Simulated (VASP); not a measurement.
# Be (P1) in VASP: relaxation of cell and atoms with PBE

Aim: the relaxation of cell and atoms of Be with PBE.

Program: VASP 6.6.1. These are calculated values, not measurements. Logs are shortened: lines on timing, memory, paths and dates and some standing lists are left out, and cuts for length are marked.

## (1) The cell of the first run

The typed cell holds 8 atoms: a = 2.259 Å, b = 3.876 Å, c = 7.147 Å, α = 89.00°, β = 90.95°, γ = 89.85°.

## (2) Relaxation of cell and atoms, PBE

INCAR

```
SYSTEM = Be
PREC     = Accurate       ! precision mode
ENCUT    = 600            ! plane-wave cutoff, eV
EDIFF    = 1E-6           ! SCF threshold, eV
ISMEAR   = 0              ! smearing method
SIGMA    = 0.1            ! smearing width, eV
LREAL    = .FALSE.        ! projectors in reciprocal space
LASPH    = .TRUE.         ! aspherical terms in the spheres
NELM     = 100            ! most SCF steps
ALGO     = Fast           ! electronic algorithm
ISIF     = 3              ! what is computed and relaxed
LWAVE    = .FALSE.        ! write WAVECAR
LCHARG   = .FALSE.        ! write CHGCAR
GGA      = PE             ! functional
IBRION   = 2              ! ionic algorithm
NSW      = 100            ! ionic steps
EDIFFG   = -0.015         ! ionic threshold
```

KPOINTS

```
regular mesh
0
G
  10 6 4
  0 0 0
```

POSCAR

```
Be
1.0
    1.1267218727     -1.9577462272      0.0188880990
   -3.3539582044     -1.9426153698     -0.0340931553
   -0.0832887468      0.0204859917     -7.1461911576
Be
8
Direct
    0.4615889189      0.8634198071      0.6355765643
    0.4831592065      0.8374411930      0.1365787174
    1.0837395062      0.3530986950      0.6297107110
    1.0234688622      0.2642835317      0.1107391474
    0.9749640876      0.6357676271      0.8740524216
    0.9837109818      0.6987434203      0.3745685548
    0.4678276058      0.1600574951      0.8800195794
    0.5215408310      0.1871882308      0.3587543042
```

Potentials or basis: VASP PAW PBE potentials, release 64 (Be).

Started as:

```sh
cat potpaw_PBE.64/Be/POTCAR > POTCAR
mpirun -np 1 vasp_std > vasp.out
```

OUTCAR:

```text
SYSTEM = Be
   PREC = Accurate
   ENCUT = 600
   EDIFF = 1E-6
   ISMEAR = 0
   LREAL = .FALSE.
   LASPH = .TRUE.
   NELM = 100
   ISIF = 3
   GGA = PE
   IBRION = 2
   NSW = 100
   EDIFFG = -0.015

 ion  position               nearest neighbor table
   1  0.462  0.863  0.636-   3 2.08   7 2.11   3 2.16   5 2.21   5 2.22   6 2.24   6 2.32   8 2.33
                             3 2.36
   2  0.483  0.837  0.137-   4 1.96   4 2.07   6 2.09   8 2.11   6 2.12   7 2.20   5 2.33   5 2.34

   3  0.084  0.353  0.630-   1 2.08   5 2.10   7 2.10   1 2.16   6 2.25   8 2.29   1 2.36
   4  0.023  0.264  0.111-   2 1.96   7 1.99   2 2.07   8 2.10   7 2.10   8 2.14   5 2.20
   5  0.975  0.636  0.874-   3 2.10   7 2.15   7 2.17   4 2.20   1 2.21   1 2.22   7 2.32   2 2.33
                             7 2.33   2 2.34
   6  0.984  0.699  0.375-   2 2.09   2 2.12   8 2.16   1 2.24   8 2.25   3 2.25   8 2.25   1 2.32
                             8 2.33
   7  0.468  0.160  0.880-   4 1.99   3 2.10   4 2.10   1 2.11   5 2.15   5 2.17   2 2.20   5 2.32
                             5 2.33
   8  0.522  0.187  0.359-   4 2.10   2 2.11   4 2.14   6 2.16   6 2.25   6 2.25   3 2.29   6 2.33
                             1 2.33

  LATTYP: Found a triclinic cell.
 ALAT       =     8.0705008302
 B/A-ratio  =     0.4802768060
 C/A-ratio  =     0.2798958890
 COS(alpha) =     0.0026869334
 COS(beta)  =     0.0160420291
 COS(gamma) =     0.4648305775

  Lattice vectors:

 A1 = (  -3.2706694576,  -1.9631013615,   7.1120980023)
 A2 = (  -3.3539582044,  -1.9426153698,  -0.0340931553)
 A3 = (   1.1267218727,  -1.9577462272,   0.0188880990)

Analysis of symmetry for initial positions (statically):
=====================================================================
 Subroutine PRICEL returns:
 Original cell was already a primitive cell.

 Routine SETGRP: Setting up the symmetry group for a
 triclinic supercell.

 Subroutine GETGRP returns: Found  1 space group operations
 (whereof  1 operations were pure point group operations)
 out of a pool of  2 trial point group operations.

The static configuration has the point symmetry C_1 .

Analysis of symmetry for dynamics (positions and initial velocities):
=====================================================================
 Subroutine PRICEL returns:
 Original cell was already a primitive cell.

 Routine SETGRP: Setting up the symmetry group for a
 triclinic supercell.

 Subroutine GETGRP returns: Found  1 space group operations
 (whereof  1 operations were pure point group operations)
[... 150 lines left out ...]
  volume of cell :       62.56
 maximum number of plane-waves:      2114
   NGX =  9   NGY = 15   NGZ = 29

--------------------------------------- Ionic step        1  -------------------------------------------

 number of electron      16.0000000 magnetization

 Free energy of the ion-electron system (eV)
  ---------------------------------------------------
  ext. energy  EPLUGINS =         0.00000000
  ---------------------------------------------------
  free energy    TOTEN  =       -29.23672107 eV

  energy without entropy =      -29.23300304  energy(sigma->0) =      -29.23486205

------------------------ aborting loop because EDIFF is reached ----------------------------------------

  FORCE on cell =-STRESS in cart. coord.  units (eV):
  Direction    XX          YY          ZZ          XY          YZ          ZX
  --------------------------------------------------------------------------------------
  -------------------------------------------------------------------------------------
  Total        4.2641767      0.9283178      1.0390589     -0.2617071      0.4876408     -0.9385858
  in kB      109.2141792     23.7760944     26.6123970     -6.7028468     12.4894654    -24.0390792
  external PRESSURE =      53.2008902 kB  Pullay stress =       0.0000000 kB
[... 107 lines left out ...]
  FREE ENERGIE OF THE ION-ELECTRON SYSTEM (eV)
  ---------------------------------------------------
  free  energy   TOTEN  =       -29.8914046144 eV

  energy  without entropy=      -29.8886749248  energy(sigma->0) =      -29.89003977

[... ionic steps 4 to 9 ...]

--------------------------------------- Ionic step       10  -------------------------------------------

 number of electron      16.0000000 magnetization

------------------------ aborting loop because EDIFF is reached ----------------------------------------
[... 79 lines left out ...]
--------------------------------------- Ionic step       12  -------------------------------------------

 number of electron      16.0000000 magnetization

 Free energy of the ion-electron system (eV)
  ---------------------------------------------------
  ext. energy  EPLUGINS =         0.00000000
  ---------------------------------------------------
  free energy    TOTEN  =       -30.12205406 eV

  energy without entropy =      -30.11913647  energy(sigma->0) =      -30.12059526

 E-fermi :   6.8963     XC(G=0): -10.5955

 val. band max:        6.8774088021   @ k =   0.3000   0.3333  -0.0000
 cond. band min:       7.0347246345   @ k =   0.4000  -0.0000  -0.0000
 fundamental gap:      0.1573158324
 Fermi energy:         6.8962884014

 k-point     1 :       0.0000    0.0000    0.0000
  band No.  band energies     occupation
      1      -4.3340      2.00000
      2      -2.1499      2.00000
      3      -2.1486      2.00000
      4       2.0111      2.00000
      5       2.6474      2.00000
      6       3.4483      2.00000
      7       3.4494      2.00000
      8       3.9619      2.00000
      9       8.2449      0.00000
     10       8.6030      0.00000
     11       8.6034      0.00000
     12      10.6969      0.00000
     13      13.6573      0.00000
[... 354 lines left out ...]
  band No.  band energies     occupation
      1      -1.6216      2.00000
      2       0.5506      2.00000
      3       0.5524      2.00000
      4       0.7927      2.00000
      5       2.8239      2.00000
      6       2.8260      2.00000
      7       6.1587      2.00000
      8       6.8763      1.22258
      9       7.8715      0.00000
     10       9.1659      0.00000
     11      10.4883      0.00000
     12      10.5024      0.00000
     13      10.5045      0.00000

 [... further k-points ...]

------------------------ aborting loop because EDIFF is reached ----------------------------------------

  FORCE on cell =-STRESS in cart. coord.  units (eV):
  Direction    XX          YY          ZZ          XY          YZ          ZX
  --------------------------------------------------------------------------------------
  -------------------------------------------------------------------------------------
  Total        0.0064795     -0.0041151     -0.0312561      0.0074624      0.0057301     -0.0039135
  in kB        0.1636451     -0.1039303     -0.7894024      0.1884692      0.1447180     -0.0988389
  external PRESSURE =      -0.2432292 kB  Pullay stress =       0.0000000 kB
[... 23 lines left out ...]
  FREE ENERGIE OF THE ION-ELECTRON SYSTEM (eV)
  ---------------------------------------------------
  free  energy   TOTEN  =       -30.1220540601 eV

  energy  without entropy=      -30.1191364665  energy(sigma->0) =      -30.12059526

 reached required accuracy - stopping structural energy minimisation
```

OSZICAR:

```text
N       E                     dE             d eps       ncg     rms          rms(c)
DAV:   1     0.197519174748E+02    0.19752E+02   -0.68959E+03  3224   0.117E+03
DAV:   2    -0.277396919929E+02   -0.47492E+02   -0.43014E+02  4524   0.185E+02
DAV:   3    -0.297807665788E+02   -0.20411E+01   -0.19758E+01  4313   0.317E+01
[... 92 lines left out ...]
       N       E                     dE             d eps       ncg     rms          rms(c)
DAV:   1    -0.301220831536E+02   -0.21763E-03   -0.57443E-03  3529   0.536E-01    0.208E-02
RMM:   2    -0.301220609408E+02    0.22213E-04   -0.11320E-04  3224   0.946E-02    0.102E-02
RMM:   3    -0.301220542994E+02    0.66414E-05   -0.25869E-05  3224   0.337E-02    0.246E-03
RMM:   4    -0.301220540601E+02    0.23932E-06   -0.27152E-06  2503   0.153E-02
  12 F= -.30122054E+02 E0= -.30120595E+02  d E =-.187742E-03
```

CONTCAR:

```text
Be
   1.00000000000000
     1.1414984895832125   -1.9772047862653321   -0.0000246689231230
    -3.3911254454565039   -1.9579916162178119    0.0004100203333830
    -0.0010532552307984    0.0003027726562888   -7.0959360929114759
  Be
     8
Direct
     0.5000738129256614    0.8319071105376041    0.6250205108967662
     0.5002061181150096    0.8315162483853833    0.1249547204385325
     0.0000865304904911    0.3319722299101984    0.6251130012701468
     0.9994189044007180    0.3315444252387120    0.1250172233950479
     0.0004774605024086    0.6680620469925893    0.8750011953233420
     0.0001867072582687    0.6684695872249605    0.3748337143120912
     0.4997004681971847    0.1680627195322186    0.8750619332717988
     0.4998499981102505    0.1684656322783285    0.3749977011922693

  0.00000000E+00  0.00000000E+00  0.00000000E+00
  0.00000000E+00  0.00000000E+00  0.00000000E+00
  0.00000000E+00  0.00000000E+00  0.00000000E+00
  0.00000000E+00  0.00000000E+00  0.00000000E+00
  0.00000000E+00  0.00000000E+00  0.00000000E+00
  0.00000000E+00  0.00000000E+00  0.00000000E+00
  0.00000000E+00  0.00000000E+00  0.00000000E+00
  0.00000000E+00  0.00000000E+00  0.00000000E+00
```

It took 5.7 min on 1 thread of Intel Xeon 6975P-C (Granite Rapids), shared host; peak memory 0.23 GiB.

What came out:

```
Free energy                           : -30.1221 eV
Relaxed volume                        : 7.93 Å³/atom
Relaxed cell                          : a = 2.283 Å, b = 3.916 Å, c = 7.096 Å, α = 90.00°, β = 90.01°, γ = 90.00°
Space group after relaxing (to 0.1 Å) : P6_3/mmc (No. 194)
Energy gained by relaxing             : 110.7 meV/atom
Ionic steps                           : 12
Pressure after relaxing               : 0.0 GPa
Largest force after relaxing          : 0.012 eV/Å
Band gap on the k mesh                : zero (bands 8 and 9 overlap by 1.39 eV)
```

Forces in eV/Å, atoms in the order of the input:
```
Be   0.003  0.000  0.003
Be  -0.005  0.001  0.000
Be   0.003  0.005  0.007
Be   0.003 -0.007  0.001
Be  -0.007  0.004 -0.001
Be   0.001  0.003 -0.011
Be  -0.001 -0.006  0.001
Be   0.003  0.000 -0.002
```

Step by step:
| step | energy change (eV) | largest force (eV/Å) | pressure (GPa) | volume (Å³) |
| --- | --- | --- | --- | --- |
| 1 | 0.0000 | 2.4808 | 5.32 | 62.56 |
| 2 | -0.5909 | 0.9899 | -1.95 | 64.93 |
| 3 | -0.6547 | 0.6350 | -4.26 | 66.08 |
| 4 | -0.7766 | 0.4838 | -1.20 | 64.19 |
| 5 | -0.8107 | 0.5468 | 1.77 | 62.65 |
| 6 | -0.8618 | 0.2970 | 0.94 | 62.97 |
| 7 | -0.8748 | 0.1725 | 0.39 | 63.23 |
| 8 | -0.8831 | 0.0798 | -0.20 | 63.53 |
| 9 | -0.8834 | 0.0676 | -0.33 | 63.61 |
| 10 | -0.8850 | 0.0328 | 0.01 | 63.42 |
| 11 | -0.8851 | 0.0266 | 0.13 | 63.36 |
| 12 | -0.8853 | 0.0116 | -0.02 | 63.44 |

Final structure:
```
Be
1.0
     1.14150   -1.97720   -0.00002
    -3.39113   -1.95799    0.00041
    -0.00105    0.00030   -7.09594
Be
8
Direct
  0.50007 0.83191 0.62502
  0.50021 0.83152 0.12495
  0.00009 0.33197 0.62511
  0.99942 0.33154 0.12502
  0.00048 0.66806 0.87500
  0.00019 0.66847 0.37483
  0.49970 0.16806 0.87506
  0.49985 0.16847 0.37500
```

The gap in the log of VASP goes by the Fermi energy; the results here count the filled bands.